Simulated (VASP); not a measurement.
# Be16H (a cell with a defect) in VASP: notebook

Runs on Be16H (a cell with a defect). Level: PBE. Tasks: single point.

Everything below comes from runs of VASP 6.6.1. Logs are shortened: lines on timing, memory, paths and dates and some standing lists are left out, and cuts for length are marked.

## (1) The cell of the first run

The cell holds a defect, 17 atoms: a = 4.580 Å, b = 3.966 Å, c = 7.177 Å, α = 90.00°, β = 90.00°, γ = 90.00°.

## (2) Single point, PBE

Contents of INCAR:

```
SYSTEM = Be16H
ALGO = Normal
EDIFF = 1E-6
ENCUT = 520
GGA = PE
ISIF = 2
ISMEAR = -1
LASPH = .TRUE.
LCHARG = .FALSE.
LREAL = Auto
LWAVE = .FALSE.
NBANDS = 30
NELM = 100
PREC = Accurate
SIGMA = 0.05
```

Contents of KPOINTS:

```
k-points
0
G
  4 4 3
  0 0 0
```

Contents of POSCAR:

```
Be16H
1.0
   -2.2900000000     -3.9663960000      0.0000000000
    3.4350000000     -1.9831980000      0.0000000000
    0.0000000000      0.0000000000      7.1768600000
Be H
16 1
Direct
    0.7788790856      0.4689179348     -0.0042219021
    0.5410519382      0.3482122091      0.2433515493
    0.7635104118      0.5011175671      0.4997310802
    0.5114857264      0.3469875730      0.7625758340
    0.5234955466     -0.0059956909      0.0040825654
    0.2499170192      0.8685618556      0.2269794869
    0.4222937024      0.0688362674      0.5261911198
    0.2338353250      0.8777825020      0.7421072725
    0.2241643093      0.4409421451     -0.0190612608
    0.0136228886      0.3453846914      0.2590687292
    0.2674192654      0.5344949397      0.4983795142
    0.0223413012      0.2988534439      0.7381083092
   -0.0203573460     -0.0274580269     -0.0077749879
    0.7587729724      0.8257904241      0.2561705258
   -0.0189958819     -0.0082971090      0.5187226726
    0.7191499124      0.7820533623      0.7626455024
    0.3286183629      0.1878125330      0.3095643499
```

Potentials or basis: VASP PAW PBE potentials, release 64 (Be, H).

Run with:

```bash
$ cat potpaw_PBE.64/Be/POTCAR potpaw_PBE.64/H/POTCAR > POTCAR
$ mpirun -np 1 vasp_std > vasp.out
```

OUTCAR:

```text
SYSTEM = Be16H
   EDIFF = 1E-6
   ENCUT = 520
   GGA = PE
   ISIF = 2
   ISMEAR = -1
   LASPH = .TRUE.
   LREAL = Auto
   NELM = 100
   PREC = Accurate

 ion  position               nearest neighbor table
   1  0.779  0.469  0.996-   9 2.05  16 2.10   4 2.13   2 2.14  13 2.17  13 2.20   5 2.22  10 2.23
                            12 2.26  14 2.35
   2  0.541  0.348  0.243-  17 1.26   1 2.14  14 2.14  10 2.17   3 2.19   5 2.22  14 2.30   6 2.33
                            11 2.34   7 2.38
   3  0.764  0.501  0.500-  10 2.16  14 2.17   2 2.19  15 2.19  16 2.20  12 2.23  15 2.26  11 2.28
                             4 2.29  11 2.31   7 2.33
   4  0.511  0.347  0.763-  16 1.97   7 2.06   9 2.08   1 2.13   5 2.23  12 2.26   8 2.26   3 2.29
                            11 2.32  12 2.35
   5  0.523  0.994  0.004-   6 2.09  13 2.09  16 2.12  14 2.21   1 2.22   2 2.22   4 2.23   9 2.25
                             8 2.35
   6  0.250  0.869  0.227-  17 1.44   5 2.09  13 2.13  10 2.19  14 2.27   2 2.33  14 2.35  10 2.35
                            11 2.36
   7  0.422  0.069  0.526-   8 1.93  11 1.99  15 2.04   4 2.06  11 2.24   3 2.33   2 2.38
   8  0.234  0.878  0.742-   7 1.93  12 1.93  15 2.03  13 2.17  11 2.22   4 2.26  16 2.26   5 2.35

   9  0.224  0.441  0.981-   1 2.05  12 2.05   4 2.08  13 2.17   5 2.25  10 2.25
  10  0.014  0.345  0.259-  17 1.61   3 2.16   2 2.17   6 2.19  11 2.21   1 2.23  14 2.23   9 2.25
                            15 2.34   6 2.35  14 2.37
  11  0.267  0.534  0.498-   7 1.99  10 2.21   8 2.22  15 2.24   7 2.24  12 2.26   3 2.28   3 2.31
                             4 2.32   2 2.34   6 2.36
  12  0.022  0.299  0.738-   8 1.93  15 2.00   9 2.05   3 2.23  13 2.24   4 2.26  11 2.26   1 2.26
                             4 2.35  16 2.37
  13  0.980  0.973  0.992-   5 2.09   6 2.13  16 2.17   9 2.17   8 2.17   1 2.17   1 2.20  14 2.22
                            12 2.24
  14  0.759  0.826  0.256-   2 2.14   3 2.17   5 2.21  13 2.22  10 2.23  15 2.24   6 2.27   2 2.30
                             6 2.35   1 2.35  10 2.37
  15  0.981  0.992  0.519-  12 2.00   8 2.03   7 2.04   3 2.19  14 2.24  11 2.24   3 2.26  16 2.28
                            10 2.34
  16  0.719  0.782  0.763-   4 1.97   1 2.10   5 2.12  13 2.17   3 2.20   8 2.26  15 2.28  12 2.37

  17  0.329  0.188  0.310-   2 1.26   6 1.44  10 1.61

  LATTYP: Found a simple orthorhombic cell.
 ALAT       =     3.9663962620
 B/A-ratio  =     1.1547004875
 C/A-ratio  =     1.8094157835

  Lattice vectors:

 A1 = (  -3.4350000000,   1.9831980000,   0.0000000000)
 A2 = (  -2.2900000000,  -3.9663960000,   0.0000000000)
 A3 = (   0.0000000000,   0.0000000000,   7.1768600000)

Analysis of symmetry for initial positions (statically):
=====================================================================
 Subroutine PRICEL returns:
 Original cell was already a primitive cell.

 Routine SETGRP: Setting up the symmetry group for a
[... 163 lines left out ...]
   EMIN   =  10.00;   EMAX   =-10.00  energy-range for DOS
   EFERMI =   0.00;   METHOD = LEGACY
   ISMEAR =    -1;   SIGMA  =   0.05  broadening in eV -4-tet -1-fermi 0-gaus
   EFERMI_NEDOS =   21; number of points for ismear=-14 and -15
   IALGO  =     38    algorithm
   IMIX   =      4    mixing-type and parameters
     AMIX     =   0.40;   BMIX     =  1.00
     AMIX_MAG =   1.60;   BMIX_MAG =  1.00
  volume/ion in A,a.u.               =       7.67        51.75
  Fermi-wavevector in a.u.,A,eV,Ry     =   1.035573  1.956950 14.591049  1.072412
  Thomas-Fermi vector in A             =   2.169923
   LORBIT       =      0    0 simple, 1 ext, 2 COOP (PROOUT), +10 PAW based schemes
   GGA     = PE    functional components
   LHFCALC =     F    Hartree Fock is set to
   AEXX    =    0.0000 exact exchange contribution
   IVDW    =     0    specifies the selected vdW correction
   LEPSILON=     F    determine dielectric tensor
   LRPA    =     F    only Hartree local field effects (RPA)
 non-spin polarized calculation
  energy-cutoff  :      520.00
  volume of cell :      130.38
 maximum number of plane-waves:      3529
 NGX is ok and might be reduce to    36
   NGX = 17   NGY = 15   NGZ = 27

 number of electron      33.0000000 magnetization

 Free energy of the ion-electron system (eV)
  ---------------------------------------------------
  ext. energy  EPLUGINS =         0.00000000
  ---------------------------------------------------
  free energy    TOTEN  =       -59.24369182 eV

  energy without entropy =      -59.22576225  energy(sigma->0) =      -59.23472703

 E-fermi :   7.1900     XC(G=0): -10.5599

 val. band max:        7.1632769901   @ k =   0.0000   0.0000   0.0000
 cond. band min:       7.2371345662   @ k =   0.0000   0.2500   0.3333
 fundamental gap:      0.0738575761
 Fermi energy:         7.1900497461

 k-point     1 :       0.0000    0.0000    0.0000
  band No.  band energies     occupation
      1      -5.1844      2.00000
      2      -3.1284      2.00000
      3      -2.2506      2.00000
      4      -0.3592      2.00000
      5       0.9235      2.00000
      6       1.4745      2.00000
[... 733 lines left out ...]
     27      12.9847      0.00000
     28      13.2841      0.00000

 [... further k-points ...]

 [bands above 28 left out]

------------------------ aborting loop because EDIFF is reached ----------------------------------------

  FORCE on cell =-STRESS in cart. coord.  units (eV):
  Direction    XX          YY          ZZ          XY          YZ          ZX
  --------------------------------------------------------------------------------------
  -------------------------------------------------------------------------------------
  Total        4.6173262      5.5681700      4.7719281     -1.0179606      0.8022235      1.2475366
  in kB       56.7420619     68.4269283     58.6419560    -12.5096612      9.8584796     15.3309069
  external PRESSURE =      61.2703154 kB  Pullay stress =       0.0000000 kB

 VOLUME and BASIS-vectors are now :
 -----------------------------------------------------------------------------
  energy-cutoff  :      520.00
  volume of cell :      130.38
      direct lattice vectors                 reciprocal lattice vectors
    -2.290000000 -3.966396000  0.000000000    -0.109170306 -0.189088533  0.000000000
     3.435000000 -1.983198000  0.000000000     0.218340611 -0.126059022  0.000000000
     0.000000000  0.000000000  7.176860000     0.000000000  0.000000000  0.139336702

 POSITION                                       TOTAL-FORCE (eV/Angst)
 -----------------------------------------------------------------------------------
     -0.17290     -4.01930      7.14656         0.880018      0.471468      0.325900
     -0.04290     -2.83660      1.74650         0.551918     -1.167809     -0.719280
     -0.02710     -4.02220      3.58650        -0.062014      0.470554      0.403509
      0.02060     -2.71690      5.47290        -0.615937      0.619921     -0.648684
      2.21560     -4.04770      0.02930         0.077561      0.760103     -0.529029
      2.41120     -2.71380      1.62900        -0.992527      0.484510      0.569718
[... 9 lines left out ...]
      1.03950     -4.40340      5.47340         0.878684     -1.650278     -0.817010
     -0.10740     -1.67590      2.22170         0.149741      1.974833      1.262013
 -----------------------------------------------------------------------------------
    total drift:                                0.000971      0.001796      0.002093

  FREE ENERGIE OF THE ION-ELECTRON SYSTEM (eV)
  ---------------------------------------------------
  free  energy   TOTEN  =       -59.2436918175 eV

  energy  without entropy=      -59.2257622470  energy(sigma->0) =      -59.23472703
```

OSZICAR:

```text
N       E                     dE             d eps       ncg     rms          rms(c)
DAV:   1     0.384306295471E+02    0.38431E+02   -0.12649E+04  1560   0.931E+02
DAV:   2    -0.560555888603E+02   -0.94486E+02   -0.87038E+02  2016   0.173E+02
DAV:   3    -0.605706234042E+02   -0.45150E+01   -0.44067E+01  2064   0.315E+01
DAV:   4    -0.606222064808E+02   -0.51583E-01   -0.51401E-01  1984   0.389E+00
DAV:   5    -0.606227659163E+02   -0.55944E-03   -0.55922E-03  1984   0.327E-01    0.517E+00
DAV:   6    -0.595182389979E+02    0.11045E+01   -0.73994E-01  1932   0.466E+00    0.282E+00
DAV:   7    -0.592635926112E+02    0.25465E+00   -0.44384E-01  1992   0.318E+00    0.988E-01
DAV:   8    -0.592459716768E+02    0.17621E-01   -0.50424E-02  1978   0.119E+00    0.361E-01
DAV:   9    -0.592437597180E+02    0.22120E-02   -0.23246E-03  2008   0.286E-01    0.912E-02
DAV:  10    -0.592436903031E+02    0.69415E-04   -0.29261E-04  1946   0.862E-02    0.168E-02
DAV:  11    -0.592436895965E+02    0.70661E-06   -0.18737E-05  1992   0.196E-02    0.398E-03
DAV:  12    -0.592436910932E+02   -0.14967E-05   -0.15695E-06  1418   0.600E-03    0.122E-03
DAV:  13    -0.592436918175E+02   -0.72438E-06   -0.17012E-07  1248   0.224E-03
   1 F= -.59243692E+02 E0= -.59234727E+02  d E =-.179296E-01
```

Run time: 88 s. Hardware: 1 thread of AMD EPYC 9R45 (Zen 5), shared host; peak memory 0.22 GiB.

What came out:

* Free energy: -59.2437 eV
* Pressure: 6.1 GPa
* Largest force: 2.771 eV/Å

Forces on the atoms (eV/Å):
```
Be   0.880  0.471  0.326
Be   0.552 -1.168 -0.719
Be  -0.062  0.471  0.404
Be  -0.616  0.620 -0.649
Be   0.078  0.760 -0.529
Be  -0.993  0.485  0.570
Be  -2.117 -1.378 -1.141
Be  -2.118  0.585  1.547
Be   0.295 -1.648  0.815
Be  -0.113  0.432 -0.609
Be   1.302 -0.403  0.254
Be   1.881  0.149  0.288
Be  -0.117 -0.626  0.170
Be   0.083 -0.099  0.060
Be   0.038  1.025 -1.231
Be   0.879 -1.650 -0.817
H    0.150  1.975  1.262
```

Levels at points of the mesh, in eV from the Fermi level:
```tsv
k point	band 14	band 15	band 16	band 17	band 18	band 19
(0.00, 0.00, 0.00)	-3.19	-0.72	-0.03	0.14	0.29	0.83
(0.50, 0.00, 0.00)	-2.40	-2.05	-1.36	-0.65	-0.17	0.25
(0.00, 0.50, 0.00)	-3.22	-2.89	-2.20	-0.17	0.39	0.72
(0.50, 0.50, 0.00)	-0.98	-0.59	-0.41	-0.28	0.59	0.78
```

Caveat: the k points lie up to 0.40 Å⁻¹ apart.

## (3) Single point, PBE

Contents of INCAR:

```
PREC = Accurate
ENCUT = 520
EDIFF = 1E-7
ISMEAR = -1
SIGMA = 0.05
LREAL = Auto
LASPH = True
NELM = 100
ALGO = Normal
ISIF = 2
LWAVE = False
LCHARG = False
GGA = PE
NBANDS = 30
```

Contents of KPOINTS:

```
Automatic mesh
0
Gamma
  4 4 3
```

Contents of POSCAR:

```
Be16H
1.0
   -2.2900000000     -3.9663960000      0.0000000000
    3.4350000000     -1.9831980000      0.0000000000
    0.0000000000      0.0000000000      7.1768600000
Be H
16 1
Direct
    0.7732819527      0.4708342566     -0.0103805843
    0.5204144169      0.3133476025      0.2224510440
    0.7474978339      0.4657263580      0.5103764042
    0.5532004131      0.2767187615      0.7595940286
    0.4815566384     -0.1002140605     -0.0231577598
    0.2305130901      0.8916375477      0.2425155291
    0.4526952904      0.0767604702      0.4946731579
    0.2596573940      0.7880685393      0.7669370728
    0.2901448969      0.5047254189      0.0309745488
    0.0034646262      0.4717420652      0.2513634096
    0.2680140147      0.6035959516      0.5257452423
    0.0848691700      0.3408006985      0.7888268686
   -0.0329390806     -0.0486842779     -0.0178629651
    0.6954931124      0.8383927882      0.2370395967
   -0.0539684554     -0.0528639775      0.4989647283
    0.7636468661      0.8246146502      0.7259302815
   -0.0912892743      0.1968988535      0.3367489403
```

Potentials or basis: VASP PAW PBE potentials, release 64 (Be, H).

Run with:

```bash
$ cat potpaw_PBE.64/Be/POTCAR potpaw_PBE.64/H/POTCAR > POTCAR
$ mpirun -np 1 vasp_std > vasp.out
```

OUTCAR:

```text
PREC = Accurate
   ENCUT = 520
   EDIFF = 1E-7
   ISMEAR = -1
   LREAL = Auto
   LASPH = True
   NELM = 100
   ISIF = 2
   GGA = PE

 ion  position               nearest neighbor table
   1  0.773  0.471  0.990-   4 2.08  12 2.09  13 2.10   2 2.13  10 2.15   5 2.17   9 2.24  13 2.24
                            14 2.32  16 2.36
   2  0.520  0.313  0.222-   9 1.89  14 2.05   1 2.13   6 2.14   7 2.19  14 2.23  10 2.31
   3  0.747  0.466  0.510-   7 2.05  16 2.10  15 2.12   4 2.13  10 2.20  15 2.25  11 2.27
[... 1002 lines left out ...]
  Total        5.5103045      9.8701096      8.2847494     -6.7187272     -0.8396782     -0.3469024
  in kB       67.7158220    121.2932217    101.8108201    -82.5660616    -10.3187584     -4.2630640
  external PRESSURE =      96.9399546 kB  Pullay stress =       0.0000000 kB

 VOLUME and BASIS-vectors are now :
 -----------------------------------------------------------------------------
  energy-cutoff  :      520.00
  volume of cell :      130.38
      direct lattice vectors                 reciprocal lattice vectors
    -2.290000000 -3.966396000  0.000000000    -0.109170306 -0.189088533  0.000000000
     3.435000000 -1.983198000  0.000000000     0.218340611 -0.126059022  0.000000000
     0.000000000  0.000000000  7.176860000     0.000000000  0.000000000  0.139336702

 POSITION                                       TOTAL-FORCE (eV/Angst)
 -----------------------------------------------------------------------------------
     -0.15350     -4.00090      7.10236         0.218042      0.173657      0.487659
     -0.11540     -2.68560      1.59650         0.240241     -0.251529      1.557773
     -0.11200     -3.88850      3.66290         0.182577     -0.410640     -0.844039
     -0.31630     -2.74300      5.45150         1.330051      0.040919     -0.123518
      1.98800     -3.69450      7.01066         1.977987     -3.290890      0.999155
      2.53490     -2.68260      1.74050         0.282293     -0.611840      0.405623
[... 9 lines left out ...]
      1.08380     -4.66430      5.20990        -0.572825      1.089706      1.533945
     -1.40460     -3.99480      2.41680        -0.963006      1.055137      0.963444
 -----------------------------------------------------------------------------------
    total drift:                                0.001912     -0.000974      0.000982

  FREE ENERGIE OF THE ION-ELECTRON SYSTEM (eV)
  ---------------------------------------------------
  free  energy   TOTEN  =       -57.3626337320 eV

  energy  without entropy=      -57.3364590821  energy(sigma->0) =      -57.34954641
```

It took 1.7 min on 1 thread of AMD EPYC 9R45 (Zen 5), shared host; peak memory 0.22 GiB.

Results:

- Free energy: -57.3626 eV
- Pressure: 9.7 GPa
- Largest force: 3.967 eV/Å

Forces on the atoms (eV/Å):
```
Be   0.218  0.174  0.488
Be   0.240 -0.252  1.558
Be   0.183 -0.411 -0.844
Be   1.330  0.041 -0.124
Be   1.978 -3.291  0.999
Be   0.282 -0.612  0.406
Be  -0.718  0.636  0.236
Be   1.659 -0.660 -0.318
Be  -0.023  2.196 -1.076
Be  -0.399 -0.355 -0.002
Be  -2.113  0.827 -1.491
Be  -0.271  2.010 -1.547
Be   0.087 -0.939  0.523
Be  -0.909  0.233 -0.137
Be  -0.008 -1.741 -1.168
Be  -0.573  1.090  1.534
H   -0.963  1.055  0.963
```

Caveat: the k points lie up to 0.40 Å⁻¹ apart.
